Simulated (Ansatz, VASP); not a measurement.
Sb in VASP and in Ansatz

```
Sb
1.0
     2.18255    1.26009    3.80745
    -2.18255    1.26009    3.80745
     0.00000   -2.52019    3.80745
Sb
2
Cartesian
  0.0000 0.0000 8.7554
  0.0000 0.0000 2.6670
```

Change from the starting cell: volume scaled by 1.04.

Alike in both runs: task single point; functional PBE; k mesh 8 × 8 × 8; occupations fermi-dirac, width 0.05 eV; no spin polarisation.

|  | VASP | Ansatz |
| --- | --- | --- |
| version | VASP 6.6.1 | Ansatz 0.2.0 |
| potentials or method | VASP PAW PBE potentials, release 64 (Sb), cutoff 520 eV | all-electron LAPW, scalar-relativistic |

```tsv
	VASP	Ansatz	Ansatz less VASP
gap on the k mesh at the Fermi level (eV)	none	none	-
pressure (GPa)	0.5	0.5	-0.03
traceless stress, the component that is largest in VASP (GPa)	-0.09	-0.05	+0.037
rms of the force components (eV/Å)	0.003	0.023	+0.0200
```

Atom by atom the forces differ by 0.020 eV/Å (rms over components). A gap of «none» marks a metal or a gap that the smearing closes. Ansatz ran all-electron here, and VASP with PAW potentials.

Spin-orbit coupling is off throughout.
